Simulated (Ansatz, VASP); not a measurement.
## Ir: VASP beside Ansatz

```
Ir
1.0
     0.00000    1.94102    1.94102
     1.94102    0.00000    1.94102
     1.94102    1.94102    0.00000
Ir
1
Cartesian
  0.0000 0.0000 0.0000
```

Alike in both runs: task single point; functional PBEsol; k mesh 23 × 23 × 23; occupations fermi-dirac, width 0.1 eV; no spin polarisation.

|  | VASP | Ansatz |
| --- | --- | --- |
| version | VASP 6.6.1 | Ansatz 0.2.0 |
| potentials or method | VASP PAW PBE potentials, release 64 (Ir), cutoff 520 eV | plane waves (420 eV) with PAW, scalar-relativistic |
| valence electrons in the cell | 9 | 17 |

VASP gave:

```
pressure (GPa) : -13.1
```

Problem. Which values does Ansatz return?

Solution. Pressure (GPa): -13.9.

VASP's potentials were made for PBE, not for PBEsol, and Ansatz warns of the same on its side. VASP's potentials hold 9 valence electrons a cell and Ansatz's 17, so a difference there can come from the potentials and not from the codes.

Neither program's run includes spin-orbit coupling.
